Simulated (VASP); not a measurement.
# HfN (Cmcm) in VASP: further runs

HfN is run at these levels: PBEsol; tasks: relaxation of shape and atoms at fixed volume, single point, relaxation of cell and atoms.

Everything below comes from runs of VASP 6.6.1. Logs are shortened: lines on timing, memory, paths and dates and some standing lists are left out, and cuts for length are marked.

**1. The cell of the first run**

The structure is orthorhombic, space group Cmcm (No. 63). The conventional cell has a = 3.132 Å, b = 10.729 Å, c = 3.058 Å, α = 90.00°, β = 90.00°, γ = 90.00°. Within 2.9 Å of Hf (site symmetry m2m) lie 5 N at 2.19 to 2.20 Å. N (site symmetry m2m) has 5 Hf at 2.19 to 2.20 Å within 2.9 Å.

**2. Relaxation of shape and atoms at fixed volume, PBEsol (volume scaled by 0.980)**

INCAR reads:

```
ALGO     = Normal         # electronic algorithm
EDIFF    = 1E-7           # SCF threshold, eV
EDIFFG   = -0.01          # ionic threshold
ENCUT    = 600            # plane-wave cutoff, eV
GGA      = PS             # functional
IBRION   = 2              # ionic algorithm
ISIF     = 4              # what is computed and relaxed
ISMEAR   = 0              # smearing method
LASPH    = True           # aspherical terms in the spheres
LCHARG   = False          # write CHGCAR
LREAL    = False          # projectors in reciprocal space
LWAVE    = False          # write WAVECAR
NELM     = 100            # most SCF steps
NSW      = 60             # ionic steps
PREC     = Accurate       # precision mode
SIGMA    = 0.05           # smearing width, eV
```

KPOINTS reads:

```
k-points
0
Gamma
  10 10 10
```

POSCAR reads:

```
HfN
1.0
    1.5662325417     -5.3642762064      0.0000000000
    1.5662325417      5.3642762064      0.0000000000
    0.0000000000      0.0000000000      3.0581123521
Hf N
2 2
Direct
    0.8551425796      0.1448574204      0.2500000000
    0.1448574204      0.8551425796      0.7500000000
    0.6500840151      0.3499159849      0.2500000000
    0.3499159849      0.6500840151      0.7500000000
```

Potentials or basis: VASP PAW PBE potentials, release 64 (Hf_pv, N).

The run is started by

```sh
> cat potpaw_PBE.64/Hf_pv/POTCAR potpaw_PBE.64/N/POTCAR > POTCAR
> mpirun -np 1 vasp_std > vasp.out
```

OUTCAR:

```text
EDIFF = 1E-7
   EDIFFG = -0.01
   ENCUT = 600
   GGA = PS
   IBRION = 2
   ISIF = 4
   ISMEAR = 0
   LASPH = True
   LREAL = False
   NELM = 100
   NSW = 60
   PREC = Accurate

 ion  position               nearest neighbor table
   1  0.855  0.145  0.250-   4 2.19   4 2.19   4 2.19   4 2.19   3 2.20   2 3.14   2 3.14   2 3.14
                             2 3.14   2 3.46   2 3.46
   2  0.145  0.855  0.750-   3 2.19   3 2.19   3 2.19   3 2.19   4 2.20   1 3.14   1 3.14   1 3.14
                             1 3.14   1 3.46   1 3.46
   3  0.650  0.350  0.250-   2 2.19   2 2.19   2 2.19   2 2.19   1 2.20
   4  0.350  0.650  0.750-   1 2.19   1 2.19   1 2.19   1 2.19   2 2.20

  LATTYP: Found a base centered orthorhombic cell.
 ALAT       =     3.1324650834
 B/A-ratio  =     3.4249551478
 C/A-ratio  =     0.9762638276

  Lattice vectors:

 A1 = (   1.5662325417,  -5.3642762064,   0.0000000000)
 A2 = (   1.5662325417,   5.3642762064,   0.0000000000)
 A3 = (   0.0000000000,   0.0000000000,   3.0581123521)

Analysis of symmetry for initial positions (statically):
=====================================================================
 Subroutine PRICEL returns:
 Original cell was already a primitive cell.

 Routine SETGRP: Setting up the symmetry group for a
 base centered orthorhombic supercell.

 Subroutine GETGRP returns: Found  8 space group operations
 (whereof  4 operations were pure point group operations)
 out of a pool of  8 trial point group operations.

The static configuration has the point symmetry C_2h.
 The point group associated with its full space group is D_2h.

Analysis of symmetry for dynamics (positions and initial velocities):
=====================================================================
 Subroutine PRICEL returns:
 Original cell was already a primitive cell.

 Routine SETGRP: Setting up the symmetry group for a
 base centered orthorhombic supercell.

 Subroutine GETGRP returns: Found  8 space group operations
 (whereof  4 operations were pure point group operations)
 out of a pool of  8 trial point group operations.

The dynamic configuration has the point symmetry C_2h.
 The point group associated with its full space group is D_2h.

 Subroutine INISYM returns: Found  8 space group operations
 (whereof  4 operations are pure point group operations),
 and found     1 'primitive' translations

----------------------------------------------------------------------------------------

                                     Primitive cell

  volume of cell :      51.3867

  direct lattice vectors                    reciprocal lattice vectors
     1.566232542 -5.364276206  0.000000000     0.319237397 -0.093209220  0.000000000
     1.566232542  5.364276206  0.000000000     0.319237397  0.093209220  0.000000000
     0.000000000  0.000000000  3.058112352     0.000000000  0.000000000  0.326999104

  length of vectors
     5.588250495  5.588250495  3.058112352     0.332566496  0.332566496  0.326999104

  position of ions in fractional coordinates (direct lattice)
     0.855142580  0.144857420  0.250000000
     0.144857420  0.855142580  0.750000000
     0.650084015  0.349915985  0.250000000
     0.349915985  0.650084015  0.750000000

  ion indices of the primitive-cell ions
   primitive index   ion index
                 1           1
                 2           2
                 3           3
                 4           4

----------------------------------------------------------------------------------------

 KPOINTS: k-points

Automatic generation of k-mesh.
 Grid dimensions read from file:
 generate k-points for:   10   10   10

 Generating k-lattice:

  Cartesian coordinates                     Fractional coordinates (reciprocal lattice)
     0.031923740 -0.009320922  0.000000000     0.100000000  0.000000000  0.000000000
     0.031923740  0.009320922  0.000000000     0.000000000  0.100000000  0.000000000
     0.000000000  0.000000000  0.032699910     0.000000000  0.000000000  0.100000000

  Length of vectors
     0.033256650  0.033256650  0.032699910

  Shift w.r.t. Gamma in fractional coordinates (k-lattice)
     0.000000000  0.000000000  0.000000000

 Subroutine IBZKPT returns following result:
 ===========================================

 Found    186 irreducible k-points:

 Following reciprocal coordinates:
            Coordinates               Weight
  0.000000  0.000000  0.000000      1.000000
  0.100000  0.000000  0.000000      4.000000
  0.200000  0.000000  0.000000      4.000000
  0.300000  0.000000  0.000000      4.000000
  0.400000  0.000000  0.000000      4.000000
  0.500000  0.000000  0.000000      2.000000
[... 16 lines left out ...]
  0.300000  0.300000  0.000000      2.000000
  0.400000  0.300000  0.000000      4.000000
 [... further k-points ...]
   k-points           NKPTS =    186   k-points in BZ     NKDIM =    186   number of bands    NBANDS=     19
   number of dos      NEDOS =    301   number of ions     NIONS =      4
   total plane-waves  NPLWV =  55296
   dimension x,y,z NGX =    48 NGY =   48 NGZ =   24
   dimension x,y,z NGXF=    96 NGYF=   96 NGZF=   48
   ions per type =               2   2
   NGX,Y,Z   is equivalent  to a cutoff of  14.28, 14.28, 13.05 a.u.
   NGXF,Y,Z  is equivalent  to a cutoff of  28.56, 28.56, 26.09 a.u.
 SYSTEM =  unknown system
   PREC   = accura    normal or accurate (medium, high low for compatibility)
   ISTART =      0    job   : 0-new  1-cont  2-samecut
   ICHARG =      2    charge: 1-file 2-atom 10-const
   ISPIN  =      1    spin polarized calculation?
   LNONCOLLINEAR =      F non collinear calculations
   LSORBIT =      F    spin-orbit coupling
   LASPH  =      T    aspherical Exc in radial PAW
   ENCUT  =  600.0 eV  44.10 Ry    6.64 a.u.  11.16 11.16  6.11*2*pi/ulx,y,z
   NELM   =    100;   NELMIN=  2; NELMDL= -5     # of ELM steps
   EDIFF  = 0.1E-06   stopping-criterion for ELM
   LREAL  =      F    real-space projection
   EDIFFG = -.1E-01   stopping-criterion for IOM
   NSW    =     60    number of steps for IOM
   IBRION =      2    ionic relax: 0-MD 1-quasi-New 2-CG
   NFREE  =      1    steps in history (QN), initial steepest desc. (CG)
   ISIF   =      4    stress and relaxation
   ISYM   =      2    0-nonsym 1-usesym 2-fastsym
   POTIM  = 0.5000    time-step for ionic-motion
   TEBEG  =    0.0;   TEEND  =   0.0 temperature during run
   PSTRESS=    0.0 pullay stress
   NELECT =      30.0000    total number of electrons
   NUPDOWN=      -1.0000    fix difference up-down
   EMIN   =  10.00;   EMAX   =-10.00  energy-range for DOS
   EFERMI =   0.00;   METHOD = LEGACY
   ISMEAR =     0;   SIGMA  =   0.05  broadening in eV -4-tet -1-fermi 0-gaus
   EFERMI_NEDOS =   21; number of points for ismear=-14 and -15
   IALGO  =     38    algorithm
   IMIX   =      4    mixing-type and parameters
     AMIX     =   0.40;   BMIX     =  1.00
     AMIX_MAG =   1.60;   BMIX_MAG =  1.00
  volume/ion in A,a.u.               =      12.85        86.69
  Fermi-wavevector in a.u.,A,eV,Ry     =   1.368248  2.585615 25.471521  1.872104
  Thomas-Fermi vector in A             =   2.494229
   LORBIT       =      0    0 simple, 1 ext, 2 COOP (PROOUT), +10 PAW based schemes
   GGA     = PS    functional components
   LHFCALC =     F    Hartree Fock is set to
   AEXX    =    0.0000 exact exchange contribution
   IVDW    =     0    specifies the selected vdW correction
   LEPSILON=     F    determine dielectric tensor
   LRPA    =     F    only Hartree local field effects (RPA)
 conjugate gradient relaxation of ions
 non-spin polarized calculation
 Gauss-broadening in eV      SIGMA  =   0.05
  energy-cutoff  :      600.00
  volume of cell :       51.39
 maximum number of plane-waves:      1732
 NGX is ok and might be reduce to    48
   NGX = 23   NGY = 23   NGZ = 13

--------------------------------------- Ionic step        1  -------------------------------------------

 number of electron      30.0000003 magnetization

 Free energy of the ion-electron system (eV)
  ---------------------------------------------------
  ext. energy  EPLUGINS =         0.00000000
  ---------------------------------------------------
  free energy    TOTEN  =       -44.51729247 eV

  energy without entropy =      -44.51458943  energy(sigma->0) =      -44.51594095

------------------------ aborting loop because EDIFF is reached ----------------------------------------

  FORCE on cell =-STRESS in cart. coord.  units (eV):
  Direction    XX          YY          ZZ          XY          YZ          ZX
  --------------------------------------------------------------------------------------
  -------------------------------------------------------------------------------------
  Total        1.2556768      0.5627969      1.3694913      0.0000000      0.0000000      0.0000000
  in kB       39.1505312     17.5473470     42.6991338      0.0000000      0.0000000      0.0000000
  external PRESSURE =      33.1323373 kB  Pullay stress =       0.0000000 kB
[... 175 lines left out ...]
  energy  without entropy=      -44.5183527748  energy(sigma->0) =      -44.51961900

--------------------------------------- Ionic step        6  -------------------------------------------

 number of electron      30.0000004 magnetization

 Free energy of the ion-electron system (eV)
  ---------------------------------------------------
  ext. energy  EPLUGINS =         0.00000000
  ---------------------------------------------------
  free energy    TOTEN  =       -44.52099885 eV

  energy without entropy =      -44.51842077  energy(sigma->0) =      -44.51970981

 E-fermi :   6.5137     XC(G=0): -12.1772

 val. band max:        6.5131690258   @ k =   0.3000   0.3000   0.0000
 cond. band min:       6.5412685330   @ k =  -0.3000   0.1000   0.2000
 fundamental gap:      0.0280995072
 Fermi energy:         6.5137119541

 k-point     1 :       0.0000    0.0000    0.0000
  band No.  band energies     occupation
      1     -24.8054      2.00000
      2     -24.2441      2.00000
      3     -24.1952      2.00000
      4     -24.1477      2.00000
      5     -24.0737      2.00000
      6     -23.9985      2.00000
[... 11 lines left out ...]
     18       8.1400      0.00000
     19       9.0861      0.00000
[... 489 lines left out ...]
      3     -24.3030      2.00000
      4     -24.2463      2.00000
      5     -24.0841      2.00000
      6     -24.0031      2.00000
[... 11 lines left out ...]
     18       9.8037      0.00000
     19      10.0048      0.00000

 [... further k-points ...]
[... 5 lines left out ...]
  --------------------------------------------------------------------------------------
  -------------------------------------------------------------------------------------
  Total        0.4942491      0.5143634      0.5315988      0.0000000     -0.0000000      0.0000000
  in kB       15.4101087     16.0372487     16.5746283      0.0000000     -0.0000000      0.0000000
  external PRESSURE =      16.0073286 kB  Pullay stress =       0.0000000 kB
[... 19 lines left out ...]
  FREE ENERGIE OF THE ION-ELECTRON SYSTEM (eV)
  ---------------------------------------------------
  free  energy   TOTEN  =       -44.5209988456 eV

  energy  without entropy=      -44.5184207731  energy(sigma->0) =      -44.51970981

 reached required accuracy - stopping structural energy minimisation
```

Wall time 8.9 min (1 thread of Intel Xeon Platinum 8488C (Sapphire Rapids), shared host); peak memory 0.38 GiB.

Results:

```yaml
Free_energy: -44.5210 eV
Energy_gained_by_relaxing: 0.9 meV/atom
Ionic_steps: 6
Pressure_after_relaxing: 1.6 GPa
Largest_force_after_relaxing: 0.010 eV/Å
Band_gap_on_the_k_mesh: zero (band 15 reaches 9.83 eV, above the bottom of band 16 at 4.82 eV)
```

Forces on the atoms (eV/Å):
```
Hf   0.000  0.010  0.000
Hf   0.000 -0.010  0.000
N    0.000  0.004  0.000
N    0.000 -0.004  0.000
```

The path:
| step | energy change (eV) | largest force (eV/Å) | pressure (GPa) | volume (Å³) |
| --- | --- | --- | --- | --- |
| 1 | 0.0000 | 0.0809 | 3.31 | 51.39 |
| 2 | -0.0030 | 0.0764 | 2.09 | 51.39 |
| 3 | -0.0030 | 0.0769 | 2.02 | 51.39 |
| 4 | -0.0036 | 0.0355 | 1.74 | 51.39 |
| 5 | -0.0036 | 0.0319 | 1.65 | 51.39 |
| 6 | -0.0037 | 0.0100 | 1.60 | 51.39 |

Final structure:
```
Hf N
1.0
     1.57014   -5.33019    0.00000
     1.57014    5.33019    0.00000
     0.00000    0.00000    3.07001
Hf N
2 2
Cartesian
  1.5701 -3.7927 0.7675
  1.5701 3.7927 2.3025
  1.5701 -1.5888 0.7675
  1.5701 1.5888 2.3025
```

Levels at points of the mesh, in eV from the Fermi level:
```tsv
k point	band 11	band 12	band 13	band 14	band 15	band 16	band 17	band 18	band 19
(0.00, 0.00, 0.00)	-3.09	-2.92	-2.74	-2.49	-2.19	-1.69	-0.77	1.63	2.57
(0.50, 0.00, 0.00)	-5.65	-5.37	-5.26	-4.38	0.07	3.23	3.32	3.90	4.15
(0.50, 0.50, 0.00)	-3.08	-2.87	-2.79	-2.35	-2.35	-0.99	1.39	2.52	2.89
(0.00, 0.00, 0.50)	-5.67	-5.67	-4.96	-4.96	0.74	0.74	3.86	3.86	4.36
(0.50, 0.00, 0.50)	-3.95	-3.95	-3.35	-3.35	-0.96	-0.96	1.79	1.79	5.55
(0.50, 0.50, 0.50)	-5.62	-5.62	-5.21	-5.21	3.31	3.31	3.48	3.48	3.62
```

Caveat: the cell differs from its parent crystal (volume scaled by 0.980); the PAW data sets were made with another functional, which shifts forces and pressure a little; spin-orbit coupling is left out, which moves the levels of the heavy elements.

**3. Single point, PBEsol**

This run uses another cell than the first one, of 13.11 Å³/atom, 1.021 times its volume.

INCAR reads:

```
PREC = Accurate ; ENCUT = 520
EDIFF = 1E-6 ; ISMEAR = 0
SIGMA = 0.05 ; LREAL = F
LASPH = T ; NELM = 100
ALGO = Normal ; ISIF = 2
LWAVE = F ; LCHARG = F
GGA = PS ; NBANDS = 23
```

KPOINTS reads:

```
Automatic mesh
0
Gamma
  10 10 10
```

POSCAR reads:

```
HfN
1.0
    1.5774515416     -5.4003500443      0.0000000000
    1.5774515416      5.4003500443      0.0000000000
    0.0000000000      0.0000000000      3.0784442472
Hf N
2 2
Direct
    0.8551189892      0.1448810108      0.2500000000
    0.1448810108      0.8551189892      0.7500000000
    0.6500592957      0.3499407043      0.2500000000
    0.3499407043      0.6500592957      0.7500000000
```

Potentials or basis: VASP PAW PBE potentials, release 64 (Hf_pv, N).

The run is started by

```sh
> cat potpaw_PBE.64/Hf_pv/POTCAR potpaw_PBE.64/N/POTCAR > POTCAR
> mpirun -np 1 vasp_std > vasp.out
```

Run time: 2.2 min. Hardware: 1 thread of Intel Xeon 6975P-C (Granite Rapids), shared host; peak memory 0.33 GiB.

Results (log left out):

| Property | Result |
| --- | --- |
| Free energy | -44.5199 eV |
| Pressure | -1.6 GPa |
| Largest force | 0.076 eV/Å |
| Band gap on the k mesh | zero (band 15 reaches 9.56 eV, above the bottom of band 16 at 4.63 eV) |

Forces on the atoms (eV/Å):
```
Hf   0.000  0.076  0.000
Hf   0.000 -0.076  0.000
N    0.000 -0.053  0.000
N    0.000  0.053  0.000
```

Stress tensor (GPa, compression positive):
```
-1.97  0.00  0.00
 0.00 -1.06  0.00
 0.00  0.00 -1.72
```

Levels at points of the mesh, in eV from the Fermi level:
| k point | band 12 | band 13 | band 14 | band 15 | band 16 | band 17 | band 18 | band 19 |
| --- | --- | --- | --- | --- | --- | --- | --- | --- |
| (0.00, 0.00, 0.00) | -2.90 | -2.70 | -2.47 | -2.18 | -1.70 | -0.79 | 1.69 | 2.51 |
| (0.50, 0.00, 0.00) | -5.29 | -5.20 | -4.38 | 0.05 | 3.22 | 3.25 | 3.86 | 4.07 |
| (0.50, 0.50, 0.00) | -2.86 | -2.74 | -2.34 | -2.31 | -0.99 | 1.43 | 2.37 | 2.85 |
| (0.00, 0.00, 0.50) | -5.61 | -4.90 | -4.90 | 0.72 | 0.72 | 3.79 | 3.79 | 4.30 |
| (0.50, 0.00, 0.50) | -3.88 | -3.33 | -3.33 | -0.93 | -0.93 | 1.78 | 1.78 | 5.39 |
| (0.50, 0.50, 0.50) | -5.57 | -5.14 | -5.14 | 3.23 | 3.23 | 3.44 | 3.44 | 3.53 |

Caveat: the PAW data sets were made with another functional, which shifts forces and pressure a little; spin-orbit coupling is left out, which moves the levels of the heavy elements.

(Part 1 of 2 ends here.)
